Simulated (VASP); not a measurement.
# Li (Fm-3m) in VASP: a series of runs

The runs below take Li through relaxation of cell and atoms, with BLYP+D3(BJ), LDA, PBEsol+D3(BJ).

Program: VASP 6.6.1. These are calculated values, not measurements. Logs are shortened: lines on timing, memory, paths and dates and some standing lists are left out, and cuts for length are marked.

**1. The cell of the first run**

It takes space group Fm-3m (No. 225, cubic). Conventional cell: a = 4.404 Å, b = 4.404 Å, c = 4.404 Å, α = 90.00°, β = 90.00°, γ = 90.00°. Li (site symmetry m-3m) has 12 Li at 3.11 Å within 4.1 Å.

**2. Relaxation of cell and atoms, BLYP+D3(BJ)**

Contents of INCAR:

```
PREC = Accurate ; ENCUT = 600
EDIFF = 1E-6 ; ISMEAR = -1
SIGMA = 0.1 ; LREAL = F
LASPH = T ; NELM = 60
ALGO = Normal ; ISIF = 3
LWAVE = F ; LCHARG = F
GGA = B5 ; ALDAX = 1.0
AGGAX = 1.0 ; AGGAC = 1.0
ALDAC = 0.0 ; IVDW = 12
VDW_S6 = 1.0 ; VDW_S8 = 2.6996
VDW_A1 = 0.4298 ; VDW_A2 = 4.2359
IBRION = 2 ; NSW = 80
EDIFFG = -0.1
```

Contents of KPOINTS:

```
Automatic mesh
0
Gamma
  5 5 5
```

Contents of POSCAR:

```
Li
1.0
    0.0000000000      2.2020000000      2.2020000000
    2.2020000000      0.0000000000      2.2020000000
    2.2020000000      2.2020000000      0.0000000000
Li
1
Direct
    0.0000000000      0.0000000000      0.0000000000
```

Potentials or basis: VASP PAW PBE potentials, release 64 (Li_sv).

The run is started by

```sh
cat potpaw_PBE.64/Li_sv/POTCAR > POTCAR
mpirun -np 1 vasp_std > vasp.out
```

OUTCAR:

```text
PREC = Accurate
   ENCUT = 600
   EDIFF = 1E-6
   ISMEAR = -1
   LREAL = F
   LASPH = T
   NELM = 60
   ISIF = 3
   GGA = B5
   IVDW = 12
   IBRION = 2
   NSW = 80
   EDIFFG = -0.1
 IVDW          = 12

 ion  position               nearest neighbor table
   1  0.000  0.000  0.000-

  LATTYP: Found a face centered cubic cell.
 ALAT       =     4.4040000000

  Lattice vectors:

 A1 = (   0.0000000000,   2.2020000000,   2.2020000000)
 A2 = (   2.2020000000,   0.0000000000,   2.2020000000)
 A3 = (   2.2020000000,   2.2020000000,   0.0000000000)

Analysis of symmetry for initial positions (statically):
=====================================================================
 Subroutine PRICEL returns:
 Original cell was already a primitive cell.

 Routine SETGRP: Setting up the symmetry group for a
 face centered cubic supercell.

 Subroutine GETGRP returns: Found 48 space group operations
 (whereof 48 operations were pure point group operations)
 out of a pool of 48 trial point group operations.

The static configuration has the point symmetry O_h .

Analysis of symmetry for dynamics (positions and initial velocities):
=====================================================================
 Subroutine PRICEL returns:
 Original cell was already a primitive cell.

 Routine SETGRP: Setting up the symmetry group for a
 face centered cubic supercell.

 Subroutine GETGRP returns: Found 48 space group operations
 (whereof 48 operations were pure point group operations)
 out of a pool of 48 trial point group operations.

The dynamic configuration has the point symmetry O_h .

 Subroutine INISYM returns: Found 48 space group operations
 (whereof 48 operations are pure point group operations),
 and found     1 'primitive' translations

----------------------------------------------------------------------------------------

                                     Primitive cell

  volume of cell :      21.3541

  direct lattice vectors                    reciprocal lattice vectors
     0.000000000  2.202000000  2.202000000    -0.227066303  0.227066303  0.227066303
     2.202000000  0.000000000  2.202000000     0.227066303 -0.227066303  0.227066303
     2.202000000  2.202000000  0.000000000     0.227066303  0.227066303 -0.227066303

  length of vectors
     3.114098264  3.114098264  3.114098264     0.393290374  0.393290374  0.393290374

  position of ions in fractional coordinates (direct lattice)
     0.000000000  0.000000000  0.000000000

  ion indices of the primitive-cell ions
   primitive index   ion index
                 1           1

----------------------------------------------------------------------------------------

 KPOINTS: Automatic mesh

Automatic generation of k-mesh.
 Grid dimensions read from file:
 generate k-points for:    5    5    5

 Generating k-lattice:

  Cartesian coordinates                     Fractional coordinates (reciprocal lattice)
    -0.045413261  0.045413261  0.045413261     0.200000000  0.000000000  0.000000000
     0.045413261 -0.045413261  0.045413261     0.000000000  0.200000000  0.000000000
     0.045413261  0.045413261 -0.045413261     0.000000000  0.000000000  0.200000000

  Length of vectors
     0.078658075  0.078658075  0.078658075

  Shift w.r.t. Gamma in fractional coordinates (k-lattice)
     0.000000000  0.000000000  0.000000000

 Subroutine IBZKPT returns following result:
 ===========================================

 Found     10 irreducible k-points:

 Following reciprocal coordinates:
            Coordinates               Weight
  0.000000  0.000000  0.000000      1.000000
  0.200000  0.000000  0.000000      8.000000
  0.400000  0.000000  0.000000      8.000000
  0.200000  0.200000  0.000000      6.000000
  0.400000  0.200000  0.000000     24.000000
 -0.400000  0.200000  0.000000     24.000000
 -0.200000  0.200000  0.000000     12.000000
  0.400000  0.400000  0.000000      6.000000
 -0.400000  0.400000  0.000000     12.000000
 -0.400000  0.400000  0.200000     24.000000
   k-points           NKPTS =     10   k-points in BZ     NKDIM =     10   number of bands    NBANDS=      5
   number of dos      NEDOS =    301   number of ions     NIONS =      1
   total plane-waves  NPLWV =  21952
   dimension x,y,z NGX =    28 NGY =   28 NGZ =   28
   dimension x,y,z NGXF=    56 NGYF=   56 NGZF=   56
   ions per type =               1
   NGX,Y,Z   is equivalent  to a cutoff of  14.95, 14.95, 14.95 a.u.
   NGXF,Y,Z  is equivalent  to a cutoff of  29.90, 29.90, 29.90 a.u.
 SYSTEM =  unknown system
   PREC   = accura    normal or accurate (medium, high low for compatibility)
   ISTART =      0    job   : 0-new  1-cont  2-samecut
   ICHARG =      2    charge: 1-file 2-atom 10-const
   ISPIN  =      1    spin polarized calculation?
   LNONCOLLINEAR =      F non collinear calculations
   LSORBIT =      F    spin-orbit coupling
   LASPH  =      T    aspherical Exc in radial PAW
   ENCUT  =  600.0 eV  44.10 Ry    6.64 a.u.   6.22  6.22  6.22*2*pi/ulx,y,z
   NELM   =     60;   NELMIN=  2; NELMDL= -5     # of ELM steps
   EDIFF  = 0.1E-05   stopping-criterion for ELM
   LREAL  =      F    real-space projection
   EDIFFG = -.1E+00   stopping-criterion for IOM
   NSW    =     80    number of steps for IOM
   IBRION =      2    ionic relax: 0-MD 1-quasi-New 2-CG
   NFREE  =      1    steps in history (QN), initial steepest desc. (CG)
   ISIF   =      3    stress and relaxation
   ISYM   =      2    0-nonsym 1-usesym 2-fastsym
   POTIM  = 0.5000    time-step for ionic-motion
   TEBEG  =    0.0;   TEEND  =   0.0 temperature during run
   PSTRESS=    0.0 pullay stress
   NELECT =       3.0000    total number of electrons
   NUPDOWN=      -1.0000    fix difference up-down
   EMIN   =  10.00;   EMAX   =-10.00  energy-range for DOS
   EFERMI =   0.00;   METHOD = LEGACY
   ISMEAR =    -1;   SIGMA  =   0.10  broadening in eV -4-tet -1-fermi 0-gaus
   EFERMI_NEDOS =   21; number of points for ismear=-14 and -15
   IALGO  =     38    algorithm
   IMIX   =      4    mixing-type and parameters
     AMIX     =   0.40;   BMIX     =  1.00
     AMIX_MAG =   1.60;   BMIX_MAG =  1.00
  volume/ion in A,a.u.               =      21.35       144.10
  Fermi-wavevector in a.u.,A,eV,Ry     =   0.851049  1.608250  9.854489  0.724285
  Thomas-Fermi vector in A             =   1.967122
   LORBIT       =      0    0 simple, 1 ext, 2 COOP (PROOUT), +10 PAW based schemes
   GGA     = B5    functional components
   LHFCALC =     F    Hartree Fock is set to
   AEXX    =    0.0000 exact exchange contribution
   IVDW    =    12    specifies the selected vdW correction
   LEPSILON=     F    determine dielectric tensor
   LRPA    =     F    only Hartree local field effects (RPA)
 conjugate gradient relaxation of ions
 non-spin polarized calculation
  energy-cutoff  :      600.00
  volume of cell :       21.35
 maximum number of plane-waves:       728
 NGX is ok and might be reduce to    28
   NGX = 13   NGY = 13   NGZ = 13

--------------------------------------- Ionic step        1  -------------------------------------------

 number of electron       2.9999998 magnetization

 Free energy of the ion-electron system (eV)
  ---------------------------------------------------
  ext. energy  EPLUGINS =         0.00000000
  ---------------------------------------------------
  free energy    TOTEN  =        -1.61854485 eV

  energy without entropy =       -1.60895452  energy(sigma->0) =       -1.61374969

------------------------ aborting loop because EDIFF is reached ----------------------------------------

 Edisp (eV)   -0.36063

 E8    (eV) :    -0.2600

  FORCE on cell =-STRESS in cart. coord.  units (eV):
  Direction    XX          YY          ZZ          XY          YZ          ZX
  --------------------------------------------------------------------------------------
  -------------------------------------------------------------------------------------
  Total      -0.47792    -0.47792    -0.47792     0.00000    -0.00000    -0.00000
  in kB     -35.85758   -35.85758   -35.85758     0.00000    -0.00000    -0.00000
  external pressure =      -35.86 kB  Pullay stress =        0.00 kB
[... 98 lines left out ...]
  energy  without entropy=       -2.0453195440  energy(sigma->0) =       -2.05052366

--------------------------------------- Ionic step        4  -------------------------------------------

 number of electron       3.0000000 magnetization

 E-fermi :   3.4211     XC(G=0):  -8.1299

 val. band max:        1.9644848861   @ k =   0.4000   0.2000   0.0000
 cond. band min:       3.4588708771   @ k =   0.4000   0.4000   0.0000
 fundamental gap:      1.4943859910
 Fermi energy:         3.4211303559

 k-point     1 :       0.0000    0.0000    0.0000
  band No.  band energies     occupation
      1     -43.5067      2.00000
      2      -1.0739      2.00000
      3      23.6043      0.00000
      4      23.6043      0.00000
      5      23.6043      0.00000

 k-point     2 :       0.2000    0.0000    0.0000
  band No.  band energies     occupation
      1     -43.4623      2.00000
      2      -0.2847      2.00000
      3      16.7349      0.00000
      4      22.1569      0.00000
      5      22.1569      0.00000
[... 98 lines left out ...]
  energy  without entropy=       -1.9634090536  energy(sigma->0) =       -1.97012619

--------------------------------------- Ionic step        5  -------------------------------------------

 number of electron       3.0000002 magnetization

 Free energy of the ion-electron system (eV)
  ---------------------------------------------------
  ext. energy  EPLUGINS =         0.00000000
  ---------------------------------------------------
  free energy    TOTEN  =        -1.57514831 eV

  energy without entropy =       -1.56438566  energy(sigma->0) =       -1.56976698

 E-fermi :   2.1506     XC(G=0):  -7.2872

 val. band max:        0.8963094884   @ k =   0.4000   0.0000   0.0000
 cond. band min:       2.1529179936   @ k =   0.4000   0.4000   0.0000
 fundamental gap:      1.2566085052
 Fermi energy:         2.1505852623

 k-point     1 :       0.0000    0.0000    0.0000
  band No.  band energies     occupation
      1     -45.0064      2.00000
      2      -2.0175      2.00000
      3      18.6095      0.00000
      4      18.6095      0.00000
      5      18.6095      0.00000

 k-point     2 :       0.2000    0.0000    0.0000
  band No.  band energies     occupation
      1     -44.9908      2.00000
      2      -1.2522      2.00000
      3      13.0186      0.00000
      4      17.4634      0.00000
      5      17.4634      0.00000
[... 94 lines left out ...]
  FREE ENERGIE OF THE ION-ELECTRON SYSTEM (eV)
  ---------------------------------------------------
  free  energy   TOTEN  =        -2.0617948657 eV

  energy  without entropy=       -2.0510322242  energy(sigma->0) =       -2.05641354

 reached required accuracy - stopping structural energy minimisation
```

It took 25 s on 1 thread of AMD EPYC 9R45 (Zen 5), shared host; peak memory 0.12 GiB.

What came out:

| Quantity | Value |
| --- | --- |
| Free energy | -2.0618 eV |
| Relaxed volume | 15.79 Å³/atom |
| Relaxed cell | a = 2.816 Å, b = 2.816 Å, c = 2.816 Å, α = 60.00°, β = 60.00°, γ = 60.00° |
| Space group after relaxing (to 0.05 Å) | Fm-3m (No. 225) |
| Energy gained by relaxing | 82.6 meV/atom |
| Ionic steps | 5 |
| Pressure after relaxing | -0.4 GPa |
| Dispersion energy per atom | -0.487 eV |

Step by step:
```tsv
step	energy change (eV)	largest force (eV/Å)	pressure (GPa)	volume (Å³)
1	0.0000	0.0000	-3.59	21.35
2	-0.0305	0.0000	-3.17	19.91
3	-0.0766	0.0000	-1.44	16.86
4	0.0023	0.0000	8.84	11.72
5	-0.0826	0.0000	-0.36	15.79
```

Final structure:
```
Li
1.0
     0.00000    1.99114    1.99114
     1.99114    0.00000    1.99114
     1.99114    1.99114    0.00000
Li
1
Direct
  0.00000 0.00000 0.00000
```

Caveat: the k points lie up to 0.55 Å⁻¹ apart in the final cell; the cutoff is under 1.25 times the usual one of these potentials, so pressure, stress and relaxed cells hold a basis-set (Pulay) error; the volume moved by over 15 % at a fixed basis, so the end points are rough; the PAW data sets were made with another functional, which shifts forces and pressure a little; the volume moved by -26 % from the deposited cell, more than functionals usually miss; pairwise dispersion overbinds metals, which lowers pressure and volume.

**3. Relaxation of cell and atoms, LDA**

Contents of INCAR:

```
PREC = Accurate
ENCUT = 600
EDIFF = 1E-7
ISMEAR = -1
SIGMA = 0.1
LREAL = False
LASPH = True
NELM = 100
ALGO = Normal
ISIF = 3
LWAVE = False
LCHARG = False
IBRION = 2
NSW = 80
EDIFFG = -0.1
```

KPOINTS is that of step 2.

POSCAR is that of step 2.

Potentials or basis: VASP PAW LDA potentials, release 64 (Li_sv).

The run is started by

```sh
cat potpaw_LDA.64/Li_sv/POTCAR > POTCAR
mpirun -np 1 vasp_std > vasp.out
```

It took 2.4 s on 1 thread of AMD EPYC 9R45 (Zen 5), shared host; peak memory 0.09 GiB.

Results (log left out):

- Free energy: -2.1032 eV
- Relaxed volume: 19.05 Å³/atom
- Relaxed cell: a = 2.998 Å, b = 2.998 Å, c = 2.998 Å, α = 60.00°, β = 60.00°, γ = 60.00°
- Space group after relaxing (to 0.05 Å): Fm-3m (No. 225)
- Energy gained by relaxing: 15.8 meV/atom
- Ionic steps: 3
- Pressure after relaxing: -0.4 GPa

Step by step:
| step | energy change (eV) | largest force (eV/Å) | pressure (GPa) | volume (Å³) |
| --- | --- | --- | --- | --- |
| 1 | 0.0000 | 0.0000 | -1.70 | 21.35 |
| 2 | -0.0067 | 0.0000 | -1.38 | 20.66 |
| 3 | -0.0158 | 0.0000 | -0.37 | 19.05 |

Final structure:
```yaml
crystal:
  lattice:
    - [0.00000, 2.11959, 2.11959]
    - [2.11959, 0.00000, 2.11959]
    - [2.11959, 2.11959, 0.00000]
  atoms:
    - { symbol: Li, position: [0.00000, 0.00000, 0.00000] }
```

Levels at points of the mesh, in eV from the Fermi level:
| k point | band 1 | band 2 | band 3 | band 4 | band 5 |
| --- | --- | --- | --- | --- | --- |
| (0.00, 0.00, 0.00) | -45.79 | -3.85 | 14.47 | 14.47 | 14.47 |

Caveat: the k points lie up to 0.51 Å⁻¹ apart in the final cell; the cutoff is under 1.25 times the usual one of these potentials, so pressure, stress and relaxed cells hold a basis-set (Pulay) error; the volume moved by -11 % from the deposited cell, more than functionals usually miss. Zero-point motion and thermal expansion aren't in these numbers.

(Part 1 of 2 ends here.)
